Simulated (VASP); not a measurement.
# AlN (I-4m2) in VASP: further runs, part 2 of 2

VASP 6.6.1. Earlier steps stand in the parts before.

### 4 Single point, r2SCAN

This run uses another cell than the first one, of the same volume but with other edges.

POSCAR

```
AlN
1.0
    0.0000000000      2.1165772696      2.3282349965
    2.1165772696      0.0000000000      2.3282349965
    2.1165772696      2.1165772696      0.0000000000
Al N
1 1
Direct
    0.0000000000      0.0000000000      0.0000000000
    0.7500000000      0.7500000000      0.7500000000
```

INCAR.step1

```
  PREC = Accurate
  ENCUT = 520
  ISMEAR = 0
  SIGMA = 0.05
  LREAL = False
  LASPH = True
  NELM = 100
  NBANDS = 11
  GGA = PE
  ALGO = Normal
  EDIFF = 1E-4
  LWAVE = True
  LCHARG = False
```

INCAR.step2

```
  PREC = Accurate
  ENCUT = 520
  EDIFF = 1E-7
  ISMEAR = 0
  SIGMA = 0.05
  LREAL = False
  LASPH = True
  NELM = 100
  ALGO = Normal
  ISIF = 2
  LWAVE = False
  LCHARG = True
  METAGGA = R2SCAN
  LMIXTAU = True
  LELF = True
  LVHAR = True
  NBANDS = 11
  ISTART = 1
```

KPOINTS

```
regular mesh
0
Gamma
  10 10 10
```

Run with:

```console
$ cat potpaw_PBE.64/Al/POTCAR potpaw_PBE.64/N/POTCAR > POTCAR
$ cp INCAR.step1 INCAR
$ mpirun -np 1 vasp_std > vasp.out
$ cp INCAR.step2 INCAR
$ mpirun -np 1 vasp_std > vasp.out
```

It took 45 s on 1 thread of Intel Xeon Platinum 8559C (Emerald Rapids), shared host; peak memory 0.15 GiB.

The run converged. Its results:

```
Free energy            : -19.1095 eV
Pressure               : -1.1 GPa
Band gap on the k mesh : 3.60 eV (least direct gap 4.64 eV)
```

Stress tensor (GPa, compression positive):
```
  5.13   0.00   0.00
  0.00   5.13   0.00
  0.00   0.00 -13.43
```

Levels at points of the mesh, in eV from the valence-band top:
```csv
k point,band 1,band 2,band 3,band 4,band 5,band 6,band 7,band 8,band 9
"(0.00, 0.00, 0.00)",-15.97,-0.54,-0.05,-0.05,4.60,13.26,13.26,13.35,16.33
"(0.50, 0.00, 0.00)",-13.94,-6.12,-1.16,-0.27,7.52,10.58,11.42,12.63,18.73
"(0.50, 0.50, 0.00)",-13.60,-5.79,-1.47,-1.47,4.09,10.23,13.73,17.21,17.21
"(0.50, 0.00, 0.50)",-13.17,-4.87,-2.30,-2.25,3.60,8.72,14.93,15.41,17.95
```

Caveat: the PAW data sets were made with another functional, which shifts forces and pressure a little. A k mesh can miss the band edges.

### 5 Single point, r2SCAN

This run uses another cell than the first one, of the same volume but with other edges.

POSCAR

```
AlN
1.0
    0.0000000000      2.5222835297      1.6394842943
    2.5222835297      0.0000000000      1.6394842943
    2.5222835297      2.5222835297      0.0000000000
Al N
1 1
Direct
    0.0000000000      0.0000000000      0.0000000000
    0.7500000000      0.7500000000      0.7500000000
```

INCAR.step1

```
ALGO     = Normal         # electronic algorithm
EDIFF    = 1E-4           # SCF threshold, eV
ENCUT    = 520            # plane-wave cutoff, eV
GGA      = PE             # functional
ISMEAR   = 0              # smearing method
LASPH    = True           # aspherical terms in the spheres
LCHARG   = False          # write CHGCAR
LREAL    = False          # projectors in reciprocal space
LWAVE    = True           # write WAVECAR
NBANDS   = 11             # bands
NELM     = 100            # most SCF steps
PREC     = Accurate       # precision mode
SIGMA    = 0.05           # smearing width, eV
```

INCAR.step2

```
ALGO     = Normal         # electronic algorithm
EDIFF    = 1E-6           # SCF threshold, eV
ENCUT    = 520            # plane-wave cutoff, eV
ISIF     = 2              # what is computed and relaxed
ISMEAR   = 0              # smearing method
ISTART   = 1            
LASPH    = True           # aspherical terms in the spheres
LCHARG   = False          # write CHGCAR
LMIXTAU  = True         
LREAL    = False          # projectors in reciprocal space
LWAVE    = False          # write WAVECAR
METAGGA  = R2SCAN         # meta-GGA
NBANDS   = 11             # bands
NELM     = 100            # most SCF steps
PREC     = Accurate       # precision mode
SIGMA    = 0.05           # smearing width, eV
```

KPOINTS

```
k-points
0
Gamma
  10 10 10
```

Run with:

```console
$ cat potpaw_PBE.64/Al/POTCAR potpaw_PBE.64/N/POTCAR > POTCAR
$ cp INCAR.step1 INCAR
$ mpirun -np 1 vasp_std > vasp.out
$ cp INCAR.step2 INCAR
$ mpirun -np 1 vasp_std > vasp.out
```

It took 38 s on 1 thread of Intel Xeon Platinum 8559C (Emerald Rapids), shared host; peak memory 0.15 GiB.

It converged, with:

* Free energy: -18.4984 eV
* Pressure: -15.7 GPa
* Band gap on the k mesh: 3.18 eV

Stress tensor (GPa, compression positive):
```
-28.46   0.00   0.00
  0.00 -28.46   0.00
  0.00   0.00   9.82
```

Levels at points of the mesh, in eV from the valence-band top:
| k point | band 1 | band 2 | band 3 | band 4 | band 5 | band 6 | band 7 | band 8 |
| --- | --- | --- | --- | --- | --- | --- | --- | --- |
| (0.00, 0.00, 0.00) | -16.90 | -1.23 | -1.23 | 0.00 | 3.18 | 11.10 | 13.28 | 13.28 |
| (0.50, 0.00, 0.00) | -14.55 | -6.85 | -2.81 | -1.05 | 4.37 | 7.56 | 10.90 | 14.42 |
| (0.50, 0.50, 0.00) | -13.43 | -4.98 | -4.98 | -2.96 | 3.28 | 4.03 | 13.72 | 13.72 |
| (0.50, 0.00, 0.50) | -14.69 | -7.49 | -1.38 | -1.18 | 4.76 | 9.62 | 11.84 | 12.26 |

Caveat: the cell stands under tension; the PAW data sets were made with another functional, which shifts forces and pressure a little. A k mesh can miss the band edges.

### 6 Single point, r2SCAN

This run uses another cell than the first one, of the same volume but with other edges.

POSCAR

```
AlN
1.0
    0.0000000000      1.9086865062      2.8630297593
    1.9086865062      0.0000000000      2.8630297593
    1.9086865062      1.9086865062      0.0000000000
Al N
1 1
Direct
    0.0000000000      0.0000000000      0.0000000000
    0.7500000000      0.7500000000      0.7500000000
```

INCAR.step1

```
PREC     = Accurate       # precision mode
ENCUT    = 520            # plane-wave cutoff, eV
ISMEAR   = 0              # smearing method
SIGMA    = 0.05           # smearing width, eV
LREAL    = False          # projectors in reciprocal space
LASPH    = True           # aspherical terms in the spheres
NELM     = 60             # most SCF steps
NBANDS   = 11             # bands
GGA      = PE             # functional
ALGO     = Normal         # electronic algorithm
EDIFF    = 1E-4           # SCF threshold, eV
LWAVE    = True           # write WAVECAR
LCHARG   = False          # write CHGCAR
```

INCAR.step2

```
PREC     = Accurate       # precision mode
ENCUT    = 520            # plane-wave cutoff, eV
EDIFF    = 1E-6           # SCF threshold, eV
ISMEAR   = 0              # smearing method
SIGMA    = 0.05           # smearing width, eV
LREAL    = False          # projectors in reciprocal space
LASPH    = True           # aspherical terms in the spheres
NELM     = 60             # most SCF steps
ALGO     = Normal         # electronic algorithm
ISIF     = 2              # what is computed and relaxed
LWAVE    = False          # write WAVECAR
LCHARG   = False          # write CHGCAR
METAGGA  = R2SCAN         # meta-GGA
LMIXTAU  = True         
NBANDS   = 11             # bands
ISTART   = 1
```

KPOINTS

```
Automatic mesh
0
Gamma
  10 10 10
```

Potentials or basis: VASP PAW PBE potentials, release 64 (Al, N).

Run with:

```console
$ cat potpaw_PBE.64/Al/POTCAR potpaw_PBE.64/N/POTCAR > POTCAR
$ cp INCAR.step1 INCAR
$ mpirun -np 1 vasp_std > vasp.out
$ cp INCAR.step2 INCAR
$ mpirun -np 1 vasp_std > vasp.out
```

Run time: 65 s. Hardware: 1 thread of Intel Xeon Platinum 8559C (Emerald Rapids), shared host; peak memory 0.15 GiB.

The run converged. Its results:

```yaml
Free_energy: -17.1072 eV
Pressure: -4.9 GPa
Band_gap_on_the_k_mesh: 0.32 eV (least direct gap 0.79 eV)
```

Stress tensor (GPa, compression positive):
```
  43.38    0.00    0.00
   0.00   43.38    0.00
   0.00    0.00 -101.55
```

Levels at points of the mesh, in eV from the valence-band top:
| k point | band 2 | band 3 | band 4 | band 5 | band 6 | band 7 |
| --- | --- | --- | --- | --- | --- | --- |
| (0.00, 0.00, 0.00) | -3.97 | -0.47 | -0.47 | 0.32 | 9.46 | 10.65 |
| (0.50, 0.00, 0.00) | -7.83 | -4.39 | -0.03 | 1.55 | 8.06 | 12.48 |
| (0.50, 0.50, 0.00) | -9.70 | -1.06 | -1.06 | 4.46 | 7.51 | 11.89 |
| (0.50, 0.00, 0.50) | -5.54 | -4.60 | -4.11 | 1.78 | 5.00 | 7.93 |

Caveat: the cell stands under tension; the PAW data sets were made with another functional, which shifts forces and pressure a little.

### 7 Single point, r2SCAN

This run uses another cell than the first one, of the same volume but with other edges.

POSCAR

```
AlN
1.0
    0.0000000000      2.2148344935      2.1262411138
    2.2148344935      0.0000000000      2.1262411138
    2.2148344935      2.2148344935      0.0000000000
Al N
1 1
Direct
    0.0000000000      0.0000000000      0.0000000000
    0.7500000000      0.7500000000      0.7500000000
```

INCAR.step1

```
PREC = Accurate
ENCUT = 520
ISMEAR = 0
SIGMA = 0.05
LREAL = F
LASPH = T
NELM = 100
NBANDS = 11
GGA = PE
ALGO = Normal
EDIFF = 1E-4
LWAVE = T
LCHARG = F
```

INCAR.step2

```
PREC = Accurate
ENCUT = 520
EDIFF = 1E-6
ISMEAR = 0
SIGMA = 0.05
LREAL = F
LASPH = T
NELM = 100
ALGO = Normal
ISIF = 2
LWAVE = F
LCHARG = T
METAGGA = R2SCAN
LMIXTAU = T
LELF = T
LVHAR = T
NBANDS = 11
ISTART = 1
```

KPOINTS

```
regular mesh
0
Gamma
  10 10 10
```

Run with:

```console
$ cat potpaw_PBE.64/Al/POTCAR potpaw_PBE.64/N/POTCAR > POTCAR
$ cp INCAR.step1 INCAR
$ mpirun -np 1 vasp_std > vasp.out
$ cp INCAR.step2 INCAR
$ mpirun -np 1 vasp_std > vasp.out
```

Wall time 49 s (1 thread of Intel Xeon Platinum 8559C (Emerald Rapids), shared host); peak memory 0.15 GiB.

Results (log left out):

| Quantity | Value |
| --- | --- |
| Free energy | -19.1700 eV |
| Pressure | -0.5 GPa |
| Band gap on the k mesh | 3.71 eV (least direct gap 4.76 eV) |

Stress tensor (GPa, compression positive):
```
-2.29  0.00  0.00
 0.00 -2.29  0.00
 0.00  0.00  2.97
```

Levels at points of the mesh, in eV from the valence-band top:
```csv
k point,band 1,band 2,band 3,band 4,band 5,band 6,band 7,band 8
"(0.00, 0.00, 0.00)",-15.85,-0.16,-0.16,0.00,4.76,13.36,13.42,13.42
"(0.50, 0.00, 0.00)",-13.83,-6.00,-0.77,-0.43,8.02,10.71,11.45,12.30
"(0.50, 0.50, 0.00)",-13.09,-4.80,-2.14,-2.14,3.71,8.93,15.57,16.60
"(0.50, 0.00, 0.50)",-13.26,-5.19,-1.80,-1.79,3.90,9.57,14.80,16.31
```

Caveat: the PAW data sets were made with another functional, which shifts forces and pressure a little.

### 8 Summary

| cell | gap on the mesh (eV) | pressure (GPa) |
| --- | --- | --- |
| a = 3.283, b = 3.283, c = 2.831 Å, angles 64.5, 64.5, 51.1°, 2 atoms | 2.77 | -4.0 |
| a = 3.053, b = 3.053, c = 3.177 Å, angles 58.6, 58.6, 62.7°, 2 atoms | 3.53 | -1.0 |
| a = 3.147, b = 3.147, c = 2.993 Å, angles 61.6, 61.6, 56.8°, 2 atoms | 3.60 | -1.1 |
| a = 3.008, b = 3.008, c = 3.567 Å, angles 53.6, 53.6, 72.7°, 2 atoms | 3.18 | -15.7 |
| a = 3.441, b = 3.441, c = 2.699 Å, angles 66.9, 66.9, 46.2°, 2 atoms | 0.32 | -4.9 |
| a = 3.070, b = 3.070, c = 3.132 Å, angles 59.3, 59.3, 61.3°, 2 atoms | 3.71 | -0.5 |

Alike in all rows: task single point; level r2SCAN; potentials or basis VASP PAW PBE potentials, release 64 (Al, N); no spin polarisation; k mesh 10 × 10 × 10; cutoff (eV) 520; smearing gaussian 0.05 eV.

Caveats: the PAW data sets were made with another functional, which shifts forces and pressure a little; the cell stands under tension (at least some runs).

Total energies depend on the potentials used, so only differences within one code and one set of settings carry meaning.
